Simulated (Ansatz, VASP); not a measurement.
SiC in VASP and in Ansatz

```
CELL_PARAMETERS angstrom
0.00000 2.18987 2.18987
2.18987 0.00000 2.18987
2.18987 2.18987 0.00000
ATOMIC_POSITIONS crystal
Si 0.00000 0.00000 0.00000
C 0.25000 0.25000 0.25000
```

Alike in both runs: functional PBE; k mesh 10 × 10 × 10; occupations gaussian, width 0.02 eV; no spin polarisation.

Ansatz relaxed the structure, and its values are those at the end. VASP's run is a single point on that final structure, the one shown.

|  | VASP | Ansatz |
| --- | --- | --- |
| version | VASP 6.6.1 | Ansatz 0.2.0 |
| potentials or method | VASP PAW PBE potentials, release 64 (Si, C), cutoff 600 eV | scalar-relativistic, plane waves, PAW |
| valence electrons in the cell | 8 | 8 |

Ansatz gave:

| Quantity | Value |
| --- | --- |
| gap on the k mesh at the Fermi level (eV) | 1.37 |
| least direct gap on the mesh (eV) | 4.53 |
| pressure (GPa) | 0.0 |

Problem. What did VASP give for the same quantities?

Solution. gap on the k mesh at the Fermi level (eV): 1.37; least direct gap on the mesh (eV): 4.53; pressure (GPa): -0.2.
